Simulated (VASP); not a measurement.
# CdGe3 (I4/mmm) in VASP: single point with PBE

Aim: the single point of CdGe3 with PBE.

Everything below comes from runs of VASP 6.6.1. Logs are shortened: lines on timing, memory, paths and dates and some standing lists are left out, and cuts for length are marked.

## Step 1: The cell of the first run

It takes space group I4/mmm (No. 139, tetragonal). The conventional cell has a = 4.108 Å, b = 4.108 Å, c = 9.176 Å, α = 90.00°, β = 90.00°, γ = 90.00°. Within 3.8 Å of Cd (site symmetry 4/mmm) lie 12 Ge at 2.90 to 3.08 Å. Ge (site symmetry 4/mmm) has 4 Cd at 2.90 Å and 8 Ge at 3.08 Å within 3.8 Å. Within 3.8 Å of Ge (site symmetry -4m2) lie 8 Ge at 2.90 to 3.08 Å and 4 Cd at 3.08 Å.

## Step 2: Single point, PBE

File INCAR:

```
  ALGO = Normal
  EDIFF = 1E-6
  ENCUT = 520
  GGA = PE
  ISIF = 2
  ISMEAR = 0
  LASPH = T
  LCHARG = F
  LREAL = F
  LWAVE = F
  NBANDS = 35
  NELM = 100
  PREC = Accurate
  SIGMA = 0.1
```

File KPOINTS:

```
k-points
0
Gamma
  6 6 6
```

File POSCAR:

```
CdGe3
1.0
   -2.0538403186      2.0538403186      4.5877991532
    2.0538403186     -2.0538403186      4.5877991532
    2.0538403186      2.0538403186     -4.5877991532
Cd Ge
1 3
Direct
    0.0000000000      0.0000000000      0.0000000000
    0.5000000000      0.5000000000      0.0000000000
    0.2500000000      0.7500000000      0.5000000000
    0.7500000000      0.2500000000      0.5000000000
```

Potentials or basis: VASP PAW PBE potentials, release 64 (Cd, Ge_d).

On the command line:

```bash
$ cat potpaw_PBE.64/Cd/POTCAR potpaw_PBE.64/Ge_d/POTCAR > POTCAR
$ mpirun -np 1 vasp_std > vasp.out
```

OUTCAR:

```text
EDIFF = 1E-6
   ENCUT = 520
   GGA = PE
   ISIF = 2
   ISMEAR = 0
   LASPH = T
   LREAL = F
   NELM = 100
   PREC = Accurate

 ion  position               nearest neighbor table
   1  0.000  0.000  0.000-   2 2.90   2 2.90   2 2.90   2 2.90   4 3.08   3 3.08   4 3.08   3 3.08
                             4 3.08   4 3.08   3 3.08   3 3.08
   2  0.500  0.500  0.000-   1 2.90   1 2.90   1 2.90   1 2.90
   3  0.250  0.750  0.500-   4 2.90   4 2.90   4 2.90   4 2.90   1 3.08   1 3.08   1 3.08   1 3.08

   4  0.750  0.250  0.500-   3 2.90   3 2.90   3 2.90   3 2.90   1 3.08   1 3.08   1 3.08   1 3.08

  LATTYP: Found a body centered tetragonal cell.
 ALAT       =     4.1076806372
 C/A-ratio  =     2.2337662337

  Lattice vectors:

 A1 = (  -2.0538403186,   2.0538403186,   4.5877991532)
 A2 = (   2.0538403186,  -2.0538403186,   4.5877991532)
 A3 = (   2.0538403186,   2.0538403186,  -4.5877991532)

Analysis of symmetry for initial positions (statically):
=====================================================================
 Subroutine PRICEL returns:
 Original cell was already a primitive cell.

 Routine SETGRP: Setting up the symmetry group for a
 body centered tetragonal supercell.

 Subroutine GETGRP returns: Found 16 space group operations
 (whereof 16 operations were pure point group operations)
 out of a pool of 16 trial point group operations.

The static configuration has the point symmetry D_4h.

Analysis of symmetry for dynamics (positions and initial velocities):
=====================================================================
 Subroutine PRICEL returns:
 Original cell was already a primitive cell.

 Routine SETGRP: Setting up the symmetry group for a
 body centered tetragonal supercell.

 Subroutine GETGRP returns: Found 16 space group operations
 (whereof 16 operations were pure point group operations)
 out of a pool of 16 trial point group operations.

The dynamic configuration has the point symmetry D_4h.

 Subroutine INISYM returns: Found 16 space group operations
 (whereof 16 operations are pure point group operations),
 and found     1 'primitive' translations

----------------------------------------------------------------------------------------

                                     Primitive cell

  volume of cell :      77.4101

  direct lattice vectors                    reciprocal lattice vectors
    -2.053840319  2.053840319  4.587799153     0.000000000  0.243446385  0.108984719
     2.053840319 -2.053840319  4.587799153     0.243446385  0.000000000  0.108984719
     2.053840319  2.053840319 -4.587799153     0.243446385  0.243446385  0.000000000

  length of vectors
     5.429955909  5.429955909  5.429955909     0.266727972  0.266727972  0.344285179

  position of ions in fractional coordinates (direct lattice)
     0.000000000  0.000000000  0.000000000
     0.500000000  0.500000000  0.000000000
     0.250000000  0.750000000  0.500000000
     0.750000000  0.250000000  0.500000000

  ion indices of the primitive-cell ions
   primitive index   ion index
                 1           1
                 2           2
                 3           3
                 4           4

----------------------------------------------------------------------------------------

 KPOINTS: k-points

Automatic generation of k-mesh.
 Grid dimensions read from file:
 generate k-points for:    6    6    6

 Generating k-lattice:

  Cartesian coordinates                     Fractional coordinates (reciprocal lattice)
     0.000000000  0.040574397  0.018164120     0.166666667 -0.000000000  0.000000000
     0.040574397  0.000000000  0.018164120    -0.000000000  0.166666667  0.000000000
     0.040574397  0.040574397  0.000000000     0.000000000  0.000000000  0.166666667

  Length of vectors
     0.044454662  0.044454662  0.057380863

  Shift w.r.t. Gamma in fractional coordinates (k-lattice)
     0.000000000  0.000000000  0.000000000

 Subroutine IBZKPT returns following result:
 ===========================================

 Found     30 irreducible k-points:

 Following reciprocal coordinates:
            Coordinates               Weight
  0.000000  0.000000  0.000000      1.000000
  0.166667  0.000000 -0.000000      8.000000
  0.333333 -0.000000  0.000000      8.000000
  0.500000  0.000000 -0.000000      4.000000
  0.166667  0.166667  0.000000      8.000000
  0.333333  0.166667  0.000000     16.000000
[... 16 lines left out ...]
 -0.333333 -0.333333  0.166667      8.000000
 -0.166667 -0.333333  0.166667      8.000000
 [... further k-points ...]
   k-points           NKPTS =     30   k-points in BZ     NKDIM =     30   number of bands    NBANDS=     35
   number of dos      NEDOS =    301   number of ions     NIONS =      4
   total plane-waves  NPLWV =  64000
   dimension x,y,z NGX =    40 NGY =   40 NGZ =   40
   dimension x,y,z NGXF=    80 NGYF=   80 NGZF=   80
   ions per type =               1   3
   NGX,Y,Z   is equivalent  to a cutoff of  12.25, 12.25, 12.25 a.u.
   NGXF,Y,Z  is equivalent  to a cutoff of  24.49, 24.49, 24.49 a.u.
 SYSTEM =  unknown system
   PREC   = accura    normal or accurate (medium, high low for compatibility)
   ISTART =      0    job   : 0-new  1-cont  2-samecut
   ICHARG =      2    charge: 1-file 2-atom 10-const
   ISPIN  =      1    spin polarized calculation?
   LNONCOLLINEAR =      F non collinear calculations
   LSORBIT =      F    spin-orbit coupling
   LASPH  =      T    aspherical Exc in radial PAW
   ENCUT  =  520.0 eV  38.22 Ry    6.18 a.u.  10.10 10.10 10.10*2*pi/ulx,y,z
   NELM   =    100;   NELMIN=  2; NELMDL= -5     # of ELM steps
   EDIFF  = 0.1E-05   stopping-criterion for ELM
   LREAL  =      F    real-space projection
   EDIFFG = 0.1E-04   stopping-criterion for IOM
   NSW    =      0    number of steps for IOM
   IBRION =     -1    ionic relax: 0-MD 1-quasi-New 2-CG
   NFREE  =      0    steps in history (QN), initial steepest desc. (CG)
   ISIF   =      2    stress and relaxation
   ISYM   =      2    0-nonsym 1-usesym 2-fastsym
   POTIM  = 0.5000    time-step for ionic-motion
   TEBEG  =    0.0;   TEEND  =   0.0 temperature during run
   PSTRESS=    0.0 pullay stress
   NELECT =      54.0000    total number of electrons
   NUPDOWN=      -1.0000    fix difference up-down
   EMIN   =  10.00;   EMAX   =-10.00  energy-range for DOS
   EFERMI =   0.00;   METHOD = LEGACY
   ISMEAR =     0;   SIGMA  =   0.10  broadening in eV -4-tet -1-fermi 0-gaus
   EFERMI_NEDOS =   21; number of points for ismear=-14 and -15
   IALGO  =     38    algorithm
   IMIX   =      4    mixing-type and parameters
     AMIX     =   0.40;   BMIX     =  1.00
     AMIX_MAG =   1.60;   BMIX_MAG =  1.00
  volume/ion in A,a.u.               =      19.35       130.60
  Fermi-wavevector in a.u.,A,eV,Ry     =   1.451912  2.743715 28.681724  2.108047
  Thomas-Fermi vector in A             =   2.569354
   LORBIT       =      0    0 simple, 1 ext, 2 COOP (PROOUT), +10 PAW based schemes
   GGA     = PE    functional components
   LHFCALC =     F    Hartree Fock is set to
   AEXX    =    0.0000 exact exchange contribution
   IVDW    =     0    specifies the selected vdW correction
   LEPSILON=     F    determine dielectric tensor
   LRPA    =     F    only Hartree local field effects (RPA)
 non-spin polarized calculation
 Gauss-broadening in eV      SIGMA  =   0.10
  energy-cutoff  :      520.00
  volume of cell :       77.41
 maximum number of plane-waves:      2122
   NGX = 21   NGY = 21   NGZ = 21

 number of electron      54.0000033 magnetization

 Free energy of the ion-electron system (eV)
  ---------------------------------------------------
  ext. energy  EPLUGINS =         0.00000000
  ---------------------------------------------------
  free energy    TOTEN  =       -13.08389582 eV

  energy without entropy =      -13.07781200  energy(sigma->0) =      -13.08085391

 E-fermi :   5.9220     XC(G=0): -11.2784

 val. band max:        5.7489878410   @ k =   0.3333   0.1667   0.0000
 cond. band min:       5.9680524460   @ k =   0.5000   0.3333   0.0000
 fundamental gap:      0.2190646050
 Fermi energy:         5.9219911989

 k-point     1 :       0.0000    0.0000    0.0000
  band No.  band energies     occupation
      1     -18.9780      2.00000
      2     -18.9524      2.00000
      3     -18.9287      2.00000
      4     -18.9262      2.00000
      5     -18.9262      2.00000
      6     -18.9074      2.00000
[... 27 lines left out ...]
     34      14.4369      0.00000
     35      15.0625      0.00000

 k-point     2 :       0.1667    0.0000   -0.0000
  band No.  band energies     occupation
      1     -18.9666      2.00000
      2     -18.9475      2.00000
      3     -18.9288      2.00000
      4     -18.9273      2.00000
      5     -18.9231      2.00000
      6     -18.9072      2.00000
[... 27 lines left out ...]
     34      14.0270      0.00000
     35      15.0996      0.00000

 k-point     3 :       0.3333   -0.0000    0.0000
  band No.  band energies     occupation
      1     -18.9366      2.00000
      2     -18.9356      2.00000
      3     -18.9289      2.00000
      4     -18.9251      2.00000
      5     -18.9099      2.00000
      6     -18.9072      2.00000
[... 27 lines left out ...]
     34      12.4532      0.00000
     35      12.7302      0.00000

 k-point     4 :       0.5000    0.0000   -0.0000
  band No.  band energies     occupation
      1     -18.9299      2.00000
      2     -18.9288      2.00000
      3     -18.9152      2.00000
      4     -18.9131      2.00000
      5     -18.9089      2.00000
      6     -18.9074      2.00000
[... 27 lines left out ...]
     34      10.6605      0.00000
     35      12.7812      0.00000

 k-point     5 :       0.1667    0.1667    0.0000
  band No.  band energies     occupation
      1     -18.9632      2.00000
      2     -18.9398      2.00000
      3     -18.9335      2.00000
      4     -18.9258      2.00000
      5     -18.9194      2.00000
      6     -18.9085      2.00000
[... 638 lines left out ...]
 k-point    22 :      -0.1667    0.5000    0.1667
  band No.  band energies     occupation
      1     -18.9391      2.00000
      2     -18.9374      2.00000
      3     -18.9327      2.00000
      4     -18.9262      2.00000
      5     -18.9148      2.00000
      6     -18.9068      2.00000
[... 27 lines left out ...]
     34      11.3481      0.00000
     35      11.3697      0.00000

 k-point    23 :      -0.3333   -0.3333    0.1667
  band No.  band energies     occupation
      1     -18.9623      2.00000
      2     -18.9464      2.00000
      3     -18.9348      2.00000
      4     -18.9331      2.00000
      5     -18.9254      2.00000
      6     -18.9040      2.00000
[... 27 lines left out ...]
     34      11.7474      0.00000
     35      13.4115      0.00000

 k-point    24 :      -0.1667   -0.3333    0.1667
  band No.  band energies     occupation
      1     -18.9661      2.00000
      2     -18.9470      2.00000
      3     -18.9391      2.00000
      4     -18.9373      2.00000
      5     -18.9277      2.00000
      6     -18.8986      2.00000
[... 27 lines left out ...]
     34      12.7446      0.00000
     35      13.6421      0.00000

 [... further k-points ...]
[... 5 lines left out ...]
  --------------------------------------------------------------------------------------
  -------------------------------------------------------------------------------------
  Total        2.6078560      2.6078560      1.2927062      0.0000000     -0.0000000      0.0000000
  in kB       53.9754722     53.9754722     26.7554752      0.0000000     -0.0000000      0.0000000
  external PRESSURE =      44.9021399 kB  Pullay stress =       0.0000000 kB

 VOLUME and BASIS-vectors are now :
 -----------------------------------------------------------------------------
  energy-cutoff  :      520.00
  volume of cell :       77.41
      direct lattice vectors                 reciprocal lattice vectors
    -2.053840319  2.053840319  4.587799153     0.000000000  0.243446385  0.108984719
     2.053840319 -2.053840319  4.587799153     0.243446385  0.000000000  0.108984719
     2.053840319  2.053840319 -4.587799153     0.243446385  0.243446385  0.000000000

 POSITION                                       TOTAL-FORCE (eV/Angst)
 -----------------------------------------------------------------------------------
      0.00000      0.00000      0.00000        -0.000000      0.000000     -0.000000
      0.00000      0.00000      4.58780        -0.000000      0.000000     -0.000000
      2.05384      0.00000      2.29390         0.000000     -0.000000      0.000000
      0.00000      2.05384      2.29390        -0.000000      0.000000      0.000000
 -----------------------------------------------------------------------------------
    total drift:                               -0.000000     -0.000000      0.000000

  FREE ENERGIE OF THE ION-ELECTRON SYSTEM (eV)
  ---------------------------------------------------
  free  energy   TOTEN  =       -13.0838958189 eV

  energy  without entropy=      -13.0778119979  energy(sigma->0) =      -13.08085391
```

It took 2.4 min on 1 thread of Intel Xeon 8259CL, shared host; peak memory 0.27 GiB.

What came out:

```
Free energy            : -13.0839 eV
Pressure               : 4.5 GPa
Band gap on the k mesh : zero (band 27 reaches 8.11 eV, above the bottom of band 28 at 3.83 eV)
```

Stress tensor (GPa, compression positive):
```
5.40 0.00 0.00
0.00 5.40 0.00
0.00 0.00 2.68
```

Levels at points of the mesh, in eV from the Fermi level:
| k point | band 24 | band 25 | band 26 | band 27 | band 28 | band 29 | band 30 | band 31 |
| --- | --- | --- | --- | --- | --- | --- | --- | --- |
| (0.00, 0.00, 0.00) | -4.48 | -1.74 | -1.74 | -0.87 | -0.87 | 0.16 | 1.03 | 1.25 |
| (0.50, 0.00, 0.00) | -4.71 | -0.82 | -0.55 | -0.44 | -0.20 | 1.53 | 2.15 | 2.88 |
| (0.50, 0.50, 0.00) | -5.27 | -4.72 | -4.57 | -0.89 | 0.24 | 0.39 | 0.70 | 5.59 |
| (0.50, 0.50, 0.50) | -3.34 | -3.34 | -1.72 | 2.19 | 2.19 | 2.36 | 2.38 | 3.49 |

Caveat: the k points lie up to 0.36 Å⁻¹ apart.
